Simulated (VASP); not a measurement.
# MgPb2Se3 (P3m1) in VASP: single point with r2SCAN+rVV10

Aim: the single point of MgPb2Se3 with r2SCAN+rVV10.

Everything below comes from runs of VASP 6.6.1. Logs are shortened: lines on timing, memory, paths and dates and some standing lists are left out, and cuts for length are marked.

### Step 1. The cell of the first run

Symmetry: P3m1, No. 156, trigonal system. The conventional cell has a = 4.234 Å, b = 4.234 Å, c = 12.863 Å, α = 90.00°, β = 90.00°, γ = 120.00°. Within 3.4 Å of Mg (site symmetry 3m) lie 4 Se at 2.54 to 2.67 Å. Within 3.8 Å of Pb (site symmetry 3m) lie 4 Se at 2.85 to 3.23 Å. Pb (site symmetry 3m) has 4 Se at 2.87 to 3.29 Å within 3.8 Å. Within 3.8 Å of Se (site symmetry 3m) lie 4 Pb at 2.87 to 3.23 Å. Within 3.4 Å of Se (site symmetry 3m) lie 3 Mg at 2.54 Å and 1 Pb at 3.29 Å. Se (site symmetry 3m) has 1 Mg at 2.67 Å and 3 Pb at 2.85 Å within 3.5 Å.

### Step 2. Single point, r2SCAN+rVV10

File POSCAR:

```
MgPb2Se3
1.0
    4.2342435777      0.0000000000      0.0000000000
   -2.1171217889      3.6669625041      0.0000000000
    0.0000000000      0.0000000000     12.8627280587
Mg Pb Se
1 2 3
Direct
    0.3333333333      0.6666666667      0.6688588747
    0.0000000000      0.0000000000      0.9907270604
    0.6666666667      0.3333333333      0.3582081039
    0.0000000000      0.0000000000      0.2416974147
    0.6666666667      0.3333333333      0.6140829300
    0.3333333333      0.6666666667      0.8764256164
```

File INCAR.step1:

```
SYSTEM = MgPb2Se3
  ALGO = Normal
  EDIFF = 1E-4
  ENCUT = 520
  GGA = PE
  ISMEAR = -1
  LASPH = .TRUE.
  LCHARG = .FALSE.
  LREAL = .FALSE.
  LWAVE = .TRUE.
  NBANDS = 33
  NELM = 100
  PREC = Accurate
  SIGMA = 0.03
```

File INCAR.step2:

```
SYSTEM = MgPb2Se3
  ALGO = Normal
  BPARAM = 11.95
  CPARAM = 0.0093
  EDIFF = 1E-6
  ENCUT = 520
  ISIF = 2
  ISMEAR = -1
  ISTART = 1
  IVDW_NL = 2
  LASPH = .TRUE.
  LCHARG = .FALSE.
  LMIXTAU = .TRUE.
  LREAL = .FALSE.
  LUSE_VDW = .TRUE.
  LWAVE = .FALSE.
  METAGGA = R2SCAN
  NBANDS = 33
  NELM = 100
  PREC = Accurate
  SIGMA = 0.03
```

File KPOINTS:

```
k-points
0
G
  12 12 2
  0 0 0
```

Potentials or basis: VASP PAW PBE potentials, release 64 (Mg, Pb_d, Se).

Command:

```
cat potpaw_PBE.64/Mg/POTCAR potpaw_PBE.64/Pb_d/POTCAR potpaw_PBE.64/Se/POTCAR > POTCAR
cp INCAR.step1 INCAR
mpirun -np 1 vasp_std > vasp.out
cp INCAR.step2 INCAR
mpirun -np 1 vasp_std > vasp.out
```

OUTCAR:

```text
SYSTEM = MgPb2Se3
   BPARAM = 11.95
   EDIFF = 1E-6
   ENCUT = 520
   ISIF = 2
   ISMEAR = -1
   ISTART = 1
   IVDW_NL = 2
   LASPH = .TRUE.
   LREAL = .FALSE.
   METAGGA = R2SCAN
   NELM = 100
   PREC = Accurate

 ion  position               nearest neighbor table
   1  0.333  0.667  0.669-   5 2.54   5 2.54   5 2.54   6 2.67
   2  0.000  0.000  0.991-   6 2.85   6 2.85   6 2.85   4 3.23
   3  0.667  0.333  0.358-   4 2.87   4 2.87   4 2.87   5 3.29
   4  0.000  0.000  0.242-   3 2.87   3 2.87   3 2.87   2 3.23
   5  0.667  0.333  0.614-   1 2.54   1 2.54   1 2.54   3 3.29
   6  0.333  0.667  0.876-   1 2.67   2 2.85   2 2.85   2 2.85

  LATTYP: Found a hexagonal cell.
 ALAT       =     4.2342435777
 C/A-ratio  =     3.0377865190

  Lattice vectors:

 A1 = (   4.2342435777,   0.0000000000,   0.0000000000)
 A2 = (  -2.1171217889,   3.6669625041,   0.0000000000)
 A3 = (   0.0000000000,   0.0000000000,  12.8627280587)

Analysis of symmetry for initial positions (statically):
=====================================================================
 Subroutine PRICEL returns:
 Original cell was already a primitive cell.

 Routine SETGRP: Setting up the symmetry group for a
 hexagonal supercell.

 Subroutine GETGRP returns: Found  6 space group operations
 (whereof  6 operations were pure point group operations)
 out of a pool of 24 trial point group operations.

The static configuration has the point symmetry C_3v.

Analysis of symmetry for dynamics (positions and initial velocities):
=====================================================================
 Subroutine PRICEL returns:
 Original cell was already a primitive cell.

 Routine SETGRP: Setting up the symmetry group for a
 hexagonal supercell.

 Subroutine GETGRP returns: Found  6 space group operations
 (whereof  6 operations were pure point group operations)
 out of a pool of 24 trial point group operations.

The dynamic configuration has the point symmetry C_3v.

 Subroutine INISYM returns: Found  6 space group operations
 (whereof  6 operations are pure point group operations),
 and found     1 'primitive' translations

----------------------------------------------------------------------------------------

                                     Primitive cell

  volume of cell :     199.7172

  direct lattice vectors                    reciprocal lattice vectors
     4.234243578  0.000000000  0.000000000     0.236169692  0.136352635  0.000000000
    -2.117121789  3.666962504  0.000000000     0.000000000  0.272705270  0.000000000
     0.000000000  0.000000000 12.862728059     0.000000000  0.000000000  0.077744005

  length of vectors
     4.234243578  4.234243578 12.862728059     0.272705270  0.272705270  0.077744005

  position of ions in fractional coordinates (direct lattice)
     0.333333333  0.666666667  0.668858875
     0.000000000  0.000000000  0.990727060
     0.666666667  0.333333333  0.358208104
     0.000000000  0.000000000  0.241697415
     0.666666667  0.333333333  0.614082930
     0.333333333  0.666666667  0.876425616

  ion indices of the primitive-cell ions
   primitive index   ion index
                 1           1
                 2           2
                 3           3
                 4           4
                 5           5
                 6           6

----------------------------------------------------------------------------------------

 KPOINTS: k-points

Automatic generation of k-mesh.
 Grid dimensions read from file:
 generate k-points for:   12   12    2

 Generating k-lattice:

  Cartesian coordinates                     Fractional coordinates (reciprocal lattice)
     0.019680808  0.011362720  0.000000000     0.083333333  0.000000000  0.000000000
     0.000000000  0.022725439  0.000000000     0.000000000  0.083333333  0.000000000
     0.000000000  0.000000000  0.038872003     0.000000000  0.000000000  0.500000000

  Length of vectors
     0.022725439  0.022725439  0.038872003

  Shift w.r.t. Gamma in fractional coordinates (k-lattice)
     0.000000000  0.000000000  0.000000000

 Subroutine IBZKPT returns following result:
 ===========================================

 Found     38 irreducible k-points:

 Following reciprocal coordinates:
            Coordinates               Weight
  0.000000  0.000000  0.000000      1.000000
  0.083333 -0.000000  0.000000      6.000000
  0.166667  0.000000  0.000000      6.000000
  0.250000 -0.000000  0.000000      6.000000
  0.333333  0.000000  0.000000      6.000000
  0.416667 -0.000000  0.000000      6.000000
[... 16 lines left out ...]
  0.250000 -0.000000  0.500000      6.000000
  0.333333  0.000000  0.500000      6.000000
 [... further k-points ...]
   k-points           NKPTS =     38   k-points in BZ     NKDIM =     38   number of bands    NBANDS=     33
   number of dos      NEDOS =    301   number of ions     NIONS =      6
   total plane-waves  NPLWV =  98304
   dimension x,y,z NGX =    32 NGY =   32 NGZ =   96
   dimension x,y,z NGXF=    64 NGYF=   64 NGZF=  192
   ions per type =               1   2   3
   NGX,Y,Z   is equivalent  to a cutoff of  12.56, 12.56, 12.41 a.u.
   NGXF,Y,Z  is equivalent  to a cutoff of  25.13, 25.13, 24.82 a.u.
 SYSTEM =  MgPb2Se3
   PREC   = accura    normal or accurate (medium, high low for compatibility)
   ISTART =      1    job   : 0-new  1-cont  2-samecut
   ICHARG =      0    charge: 1-file 2-atom 10-const
   ISPIN  =      1    spin polarized calculation?
   LNONCOLLINEAR =      F non collinear calculations
   LSORBIT =      F    spin-orbit coupling
   LASPH  =      T    aspherical Exc in radial PAW
   ENCUT  =  520.0 eV  38.22 Ry    6.18 a.u.   7.87  7.87 23.92*2*pi/ulx,y,z
   NELM   =    100;   NELMIN=  2; NELMDL=  0     # of ELM steps
   EDIFF  = 0.1E-05   stopping-criterion for ELM
   LREAL  =      F    real-space projection
   EDIFFG = 0.1E-04   stopping-criterion for IOM
   NSW    =      0    number of steps for IOM
   IBRION =     -1    ionic relax: 0-MD 1-quasi-New 2-CG
   NFREE  =      0    steps in history (QN), initial steepest desc. (CG)
   ISIF   =      2    stress and relaxation
   ISYM   =      2    0-nonsym 1-usesym 2-fastsym
   POTIM  = 0.5000    time-step for ionic-motion
   TEBEG  =    0.0;   TEEND  =   0.0 temperature during run
   PSTRESS=    0.0 pullay stress
   NELECT =      48.0000    total number of electrons
   NUPDOWN=      -1.0000    fix difference up-down
   EMIN   =  10.00;   EMAX   =-10.00  energy-range for DOS
   EFERMI =   0.00;   METHOD = LEGACY
   ISMEAR =    -1;   SIGMA  =   0.03  broadening in eV -4-tet -1-fermi 0-gaus
   EFERMI_NEDOS =   21; number of points for ismear=-14 and -15
   IALGO  =     38    algorithm
   IMIX   =      4    mixing-type and parameters
     AMIX     =   0.40;   BMIX     =  1.00
     AMIX_MAG =   1.60;   BMIX_MAG =  1.00
  volume/ion in A,a.u.               =      33.29       224.63
  Fermi-wavevector in a.u.,A,eV,Ry     =   1.017849  1.923456 14.095867  1.036017
  Thomas-Fermi vector in A             =   2.151273
   LORBIT       =      0    0 simple, 1 ext, 2 COOP (PROOUT), +10 PAW based schemes
   METAGGA = R2SCAN    functional components
   LHFCALC =     F    Hartree Fock is set to
   AEXX    =    0.0000 exact exchange contribution
   IVDW_NL    =     2    kernel type
   BPARAM     =11.9500
   IVDW    =     0    specifies the selected vdW correction
   LEPSILON=     F    determine dielectric tensor
   LRPA    =     F    only Hartree local field effects (RPA)
 non-spin polarized calculation
  energy-cutoff  :      520.00
  volume of cell :      199.72
 maximum number of plane-waves:      5424
 NGX is ok and might be reduce to    32
   NGX = 15   NGY = 15   NGZ = 47

 number of electron      48.0000002 magnetization

 Free energy of the ion-electron system (eV)
  ---------------------------------------------------
  ext. energy  EPLUGINS =         0.00000000
  ---------------------------------------------------
  free energy    TOTEN  =      -162.71794318 eV

  energy without entropy =     -162.71794318  energy(sigma->0) =     -162.71794318

 E-fermi :   2.8321     XC(G=0):  -8.7114

 val. band max:        2.2980662002   @ k =   0.0833   0.0833   0.0000
 cond. band min:       3.3268706809   @ k =   0.5000  -0.0000   0.0000
 fundamental gap:      1.0288044808
 Fermi energy:         2.8321195473

 k-point     1 :       0.0000    0.0000    0.0000
  band No.  band energies     occupation
      1     -15.2685      2.00000
      2     -15.2685      2.00000
      3     -15.2006      2.00000
      4     -15.1855      2.00000
      5     -15.1855      2.00000
      6     -14.8399      2.00000
[... 25 lines left out ...]
     32       8.5069      0.00000
     33       9.1319      0.00000

 k-point     2 :       0.0833   -0.0000    0.0000
  band No.  band energies     occupation
      1     -15.2730      2.00000
      2     -15.2654      2.00000
      3     -15.1987      2.00000
      4     -15.1874      2.00000
      5     -15.1857      2.00000
      6     -14.8444      2.00000
[... 25 lines left out ...]
     32       8.6755      0.00000
     33       9.0252      0.00000

 k-point     3 :       0.1667    0.0000    0.0000
  band No.  band energies     occupation
      1     -15.2857      2.00000
      2     -15.2569      2.00000
      3     -15.1981      2.00000
      4     -15.1875      2.00000
      5     -15.1862      2.00000
      6     -14.8569      2.00000
[... 25 lines left out ...]
     32       8.3507      0.00000
     33       8.8822      0.00000

 k-point     4 :       0.2500   -0.0000    0.0000
  band No.  band energies     occupation
      1     -15.3038      2.00000
      2     -15.2459      2.00000
      3     -15.2043      2.00000
      4     -15.1865      2.00000
      5     -15.1797      2.00000
      6     -14.8746      2.00000
[... 673 lines left out ...]
     32       8.4234      0.00000
     33       9.0356      0.00000

 k-point    23 :       0.2500   -0.0000    0.5000
  band No.  band energies     occupation
      1     -15.3038      2.00000
      2     -15.2459      2.00000
      3     -15.2043      2.00000
      4     -15.1865      2.00000
      5     -15.1797      2.00000
      6     -14.8746      2.00000
[... 25 lines left out ...]
     32       8.3437      0.00000
     33       8.8660      0.00000

 k-point    24 :       0.3333    0.0000    0.5000
  band No.  band energies     occupation
      1     -15.3221      2.00000
      2     -15.2356      2.00000
      3     -15.2105      2.00000
      4     -15.1858      2.00000
      5     -15.1709      2.00000
      6     -14.8925      2.00000
[... 25 lines left out ...]
     32       8.2492      0.00000
     33       8.7317      0.00000

 [... further k-points ...]
[... 5 lines left out ...]
  --------------------------------------------------------------------------------------
  -------------------------------------------------------------------------------------
  Total        0.0609940      0.0609940      0.0806988     -0.0000000      0.0000000     -0.0000000
  in kB        0.4893077      0.4893077      0.6473844     -0.0000000      0.0000000     -0.0000000
  external PRESSURE =       0.5419999 kB  Pullay stress =       0.0000000 kB

 VOLUME and BASIS-vectors are now :
 -----------------------------------------------------------------------------
  energy-cutoff  :      520.00
  volume of cell :      199.72
      direct lattice vectors                 reciprocal lattice vectors
     4.234243578  0.000000000  0.000000000     0.236169692  0.136352635  0.000000000
    -2.117121789  3.666962504  0.000000000     0.000000000  0.272705270  0.000000000
     0.000000000  0.000000000 12.862728059     0.000000000  0.000000000  0.077744005

 POSITION                                       TOTAL-FORCE (eV/Angst)
 -----------------------------------------------------------------------------------
     -0.00000      2.44464      8.60335        -0.000000      0.000000      0.006101
      0.00000      0.00000     12.74345         0.000000     -0.000000      0.028540
      2.11712      1.22232      4.60753        -0.000000     -0.000000      0.031226
      0.00000      0.00000      3.10889         0.000000     -0.000000     -0.028814
      2.11712      1.22232      7.89878         0.000000     -0.000000      0.011932
     -0.00000      2.44464     11.27322         0.000000     -0.000000     -0.048985
 -----------------------------------------------------------------------------------
    total drift:                                0.000002     -0.000001     -0.002872

  FREE ENERGIE OF THE ION-ELECTRON SYSTEM (eV)
  ---------------------------------------------------
  free  energy   TOTEN  =      -162.7179431770 eV

  energy  without entropy=     -162.7179431750  energy(sigma->0) =     -162.71794318
```

Run time: 9.6 min. Hardware: 1 thread of Intel Xeon 6975P-C (Granite Rapids), shared host; peak memory 0.84 GiB.

Results:

| Quantity | Value |
| --- | --- |
| Free energy | -162.7179 eV |
| Pressure | 0.1 GPa |
| Largest force | 0.049 eV/Å |
| Band gap on the k mesh | 1.03 eV (least direct gap 1.62 eV) |

Forces in eV/Å, atoms in the order of the input:
```
Mg   0.000  0.000  0.006
Pb   0.000  0.000  0.029
Pb   0.000  0.000  0.031
Se   0.000  0.000 -0.029
Se   0.000  0.000  0.012
Se   0.000  0.000 -0.049
```

Levels at points of the mesh, in eV from the valence-band top:
```tsv
k point	band 20	band 21	band 22	band 23	band 24	band 25	band 26	band 27	band 28	band 29
(0.00, 0.00, 0.00)	-1.20	-1.20	-0.96	-0.96	-0.39	2.07	2.21	3.42	3.42	3.73
(0.50, 0.00, 0.00)	-2.59	-2.05	-1.53	-1.35	-0.70	1.03	2.14	3.56	3.64	3.70
(0.00, 0.00, 0.50)	-1.18	-1.05	-0.98	-0.98	-0.98	2.09	2.17	3.44	3.44	3.77
(0.50, 0.00, 0.50)	-2.19	-2.07	-1.95	-1.51	-0.43	1.22	1.76	3.55	3.60	3.82
```

Caveat: the PAW data sets were made with another functional, which shifts forces and pressure a little; spin-orbit coupling is left out, which moves the levels of the heavy elements. A k mesh can miss the band edges.
